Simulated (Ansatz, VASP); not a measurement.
## One calculation of Ti, two programs

Contents of INCAR:

```
  PREC = Accurate
  ENCUT = 520
  EDIFF = 1E-6
  ISMEAR = 0
  SIGMA = 0.15
  LREAL = F
  LASPH = T
  NELM = 60
  ALGO = Fast
  ISIF = 2
  LWAVE = F
  LCHARG = T
  GGA = PS
  LELF = T
  LVHAR = T
  NBANDS = 19
```

The input KPOINTS:

```
Automatic mesh
0
Gamma
  18 18 10
```

The input POSCAR:

```
Ti
1.0
    2.9057478925      0.0000000000      0.0000000000
   -1.4528739462      2.5164514919      0.0000000000
    0.0000000000      0.0000000000      4.6860000000
Ti
2
Direct
    0.3333333333      0.6666666667      0.2500000000
    0.6666666667      0.3333333333      0.7500000000
```

Input for Ansatz:

```yaml
crystal:
  lattice:
    - [2.9057478925, 0.0, 0.0]
    - [-1.4528739462, 2.5164514919, 0.0]
    - [0.0, 0.0, 4.686]
  atoms:
    - { symbol: Ti, position: [0.3333333333, 0.6666666667, 0.25] }
    - { symbol: Ti, position: [0.6666666667, 0.3333333333, 0.75] }
basis:
  ecutwfc: 420
kpoints:
  mp_grid: { grid: [18, 18, 10] }
hamiltonian:
  xc: pbesol
scf:
  occupations: { method: gaussian, width: 0.15 }
output:
  forces: true
  stress: true
  eigenvalues: true
```

Change from the starting cell: strain -0.015 along x and y, +0.000 along z, atoms carried along.

Alike in both runs: task single point; functional PBEsol; k mesh 18 × 18 × 10; occupations gaussian, width 0.15 eV; no spin polarisation.

```csv
,VASP,Ansatz
version,VASP 6.6.1,Ansatz 0.2.0
potentials or method,"VASP PAW PBE potentials, release 64 (Ti_sv), cutoff 520 eV","scalar-relativistic, plane waves, PAW"
valence electrons in the cell,24,24
```

```tsv
	VASP	Ansatz	Ansatz less VASP
gap on the k mesh at the Fermi level (eV)	none	none	-
pressure (GPa)	-3.3	-2.8	+0.52
traceless stress, the component that is largest in VASP (GPa)	-1.44	-1.45	-0.013
```

VASP's potentials were made for PBE, not for PBEsol. A gap of «none» marks a metal or a gap that the smearing closes. With one functional, cell and mesh, what is left measures potentials, basis and numerics.
